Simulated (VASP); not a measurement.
Set up this calculation in VASP 6.6.1, as the native input.

| Quantity | Value |
| --- | --- |
| Task | single point |
| Functional | PBE |
| Dispersion | D3(BJ) |
| Potentials or basis | VASP PAW PBE potentials, release 64 (Co, N) |
| Cutoff | 520 eV |
| k mesh | 6 × 6 × 1 |
| Occupations | gaussian, width 0.1 eV |
| Spin | collinear spin, ferromagnetic start |
| Starting moments | [1.98, 1.98, 1.98, 1.98, 1.95, 1.95, 1.95, 1.95, 1.98, 1.98, 1.98, 1.98, 0.0, 0.0] μB |
| Dipole correction | yes |
| Further INCAR settings | ALGO = Normal; EDIFF = 1e-06; NBANDS = 76; NELMDL = -8 |

The structure of Co6N lies in POSCAR:

```
Co6N
1.0
    4.9379901185      0.0000000000      0.0000000000
   -2.4689950592      4.2764248862      0.0000000000
    0.0000000000      0.0000000000     24.0931550747
Co N
12 2
Direct
    0.1666666667      0.3333333333      0.3527972975
    0.1666666667      0.8333333333      0.3527972975
    0.6666666667      0.3333333333      0.3527972975
    0.6666666667      0.8333333333      0.3527972975
    0.3333333333      0.1666666667      0.4338174690
    0.3358364521      0.6679182260      0.4352843666
    0.8320817740      0.1641635479      0.4352843666
    0.8320817740      0.6679182260      0.4352843666
    0.1667280612      0.3332719388      0.5154622271
    0.1667280612      0.8334561225      0.5154622271
    0.6665438775      0.3332719388      0.5154622271
    0.6666666667      0.8333333333      0.5246591652
    0.6666666667      0.8333333333      0.5995628118
    0.6666666667      0.8333333333      0.6461479448
```

The input as run:

INCAR

```
SYSTEM = Co6N
  PREC = Accurate
  ENCUT = 520
  EDIFF = 1E-6
  ISMEAR = 0
  SIGMA = 0.1
  LREAL = .False.
  LASPH = .True.
  NELM = 200
  ALGO = Normal
  ISIF = 2
  LWAVE = .False.
  LCHARG = .False.
  ISPIN = 2
  MAGMOM = 1.98 1.98 1.98 1.98 1.95 1.95 1.95 1.95 1.98 1.98 1.98 1.98 0 0
  LORBIT = 11
  LMAXMIX = 4
  LDIPOL = .True.
  IDIPOL = 3
  DIPOL = 0.5 0.5 0.462
  GGA = PE
  IVDW = 12
  NBANDS = 76
  GGA_COMPAT = .False.
  NELMDL = -8
  KPAR = 4
```

KPOINTS

```
regular mesh
0
Gamma
  6 6 1
  0 0 0
```

Potentials or basis: VASP PAW PBE potentials, release 64 (Co, N).

The run is started by

```console
$ cat potpaw_PBE.64/Co/POTCAR potpaw_PBE.64/N/POTCAR > POTCAR
$ mpirun -np 4 vasp_std > vasp.out
```

Results of the run:

```json
{
  "Largest force": "1.297 eV/Å",
  "Net moment": "19.95 μB per cell",
  "Site moments": "Co +1.74, +1.73, +1.67, +1.69, +1.78, +1.13 (each value once); N +0.01, -0.05 μB",
  "Valence electrons inside the program's atomic spheres": "Co 8.16, 8.36, 8.32, 8.18, 8.38 (each value once); N 3.90, 3.83",
  "Dispersion energy per atom": "-0.254 eV"
}
```

Caveat: the standard files for N, O and F lose accuracy on very short bonds.

Run time: 14 min on 4 MPI ranks on AMD EPYC 7R43 64-Core Processor (Zen 3), with other jobs on the host, peak memory 1.1 GiB a rank.
